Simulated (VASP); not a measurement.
The system is ScB2P3.

```
CELL_PARAMETERS angstrom
3.35252 0.00000 0.00000
0.00000 3.35252 0.00000
0.00000 0.00000 6.77584
ATOMIC_POSITIONS crystal
Sc 0.00000 0.00000 0.65228
B 0.50000 0.50000 0.67651
B 0.00000 0.00000 0.28660
P 0.50000 0.00000 0.99186
P 0.00000 0.50000 0.99186
P 0.50000 0.50000 0.40089
```

The cell was generated, and may not be a known phase.

- Program: VASP 6.6.1
- Task: relaxation of cell and atoms
- Functional: PBE
- Potentials or basis: VASP PAW PBE potentials, release 64 (Sc_sv, B, P)
- Cutoff: 600 eV
- k mesh: 12 × 12 × 6
- Occupations: gaussian, width 0.1 eV
- Spin: no spin polarisation

At the start: pressure 0.3 GPa; volume 12.69 Å³/atom.

How do energy, volume and symmetry change on relaxing?

Over 18 steps the energy falls by 2.5 meV/atom and the volume is 12.71 Å³/atom (+0.2 %); space group P4mm (No. 99, to 0.1 Å) before and after.

Step by step:
```
step  energy change (eV)  largest force (eV/Å)  pressure (GPa)  volume (Å³)
   1              0.0000                0.1155            0.27        76.16
   2             -0.0078                0.1711            0.05        76.39
   3             -0.0087                0.1949           -0.06        76.50
   4             -0.0114                0.1339           -0.34        76.53
   5             -0.0118                0.1730           -0.47        76.54
   6             -0.0138                0.0957           -0.02        76.22
   7             -0.0142                0.0470            0.27        76.03
   8             -0.0148                0.0255            0.12        76.18
   9             -0.0150                0.0199           -0.01        76.30
  10             -0.0150                0.0201           -0.01        76.32
  11             -0.0150                0.0221           -0.04        76.34
  12             -0.0150                0.0196           -0.06        76.32
  13             -0.0151                0.0280            0.00        76.30
  14             -0.0151                0.0448            0.06        76.27
  15             -0.0152                0.0292            0.04        76.28
  16             -0.0152                0.0260           -0.03        76.30
  17             -0.0153                0.0198           -0.02        76.29
  18             -0.0153                0.0096            0.01        76.28
```

Final structure:
```xyz
6
Lattice="3.3770 0.0000 0.0000 0.0000 3.3770 0.0000 0.0000 0.0000 6.6884" Properties=species:S:1:pos:R:3 pbc="T T T"
Sc    0.0000    0.0000    4.3561
B     1.6885    1.6885    4.5394
B     0.0000    0.0000    1.8565
P     1.6885    0.0000    6.6572
P     0.0000    1.6885    6.6572
P     1.6885    1.6885    2.6869
```
